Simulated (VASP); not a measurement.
Wanted: the native input for a VASP 6.6.1 run.

```
Task                   : single point
Functional             : PBE
Potentials or basis    : VASP PAW PBE potentials, release 64 (Cs_sv)
Cutoff                 : 520 eV
k mesh                 : 10 × 10 × 10
Occupations            : methfessel-paxton, width 0.02 eV
Spin                   : no spin polarisation
Dipole correction      : no
Further INCAR settings : ALGO = Normal; EDIFF = 1e-06; NBANDS = 10
```

The structure of Cs lies in POSCAR:

```
Cs
1.0
   -3.0851306220      3.0851306220      3.0851306220
    3.0851306220     -3.0851306220      3.0851306220
    3.0851306220      3.0851306220     -3.0851306220
Cs
1
Direct
    0.0000000000      0.0000000000      0.0000000000
```

These files were run (other wordings do the same):

INCAR

```
SYSTEM = Cs
PREC = Accurate ; ENCUT = 520
EDIFF = 1E-6 ; ISMEAR = 1
SIGMA = 0.02 ; LREAL = .FALSE.
LASPH = .TRUE. ; NELM = 100
ALGO = Normal ; ISIF = 2
LWAVE = .FALSE. ; LCHARG = .TRUE.
GGA = PE ; LELF = .TRUE.
LVHAR = .TRUE. ; NBANDS = 10
```

KPOINTS

```
regular mesh
0
G
  10 10 10
  0 0 0
```

Potentials or basis: VASP PAW PBE potentials, release 64 (Cs_sv).

Run with:

```sh
$ cat potpaw_PBE.64/Cs_sv/POTCAR > POTCAR
$ mpirun -np 1 vasp_std > vasp.out
```

Results of the run:

```
Pressure               : 0.0 GPa
Band gap on the k mesh : zero (an odd number of electrons rules out a gap without spin polarisation)
```

Caveat: spin-orbit coupling is left out, which moves the levels of the heavy elements.

Wall time 17 s on 1 thread of Intel(R) Xeon(R) 6975P-C (Granite Rapids), with other jobs on the host, peak memory 0.24 GiB.
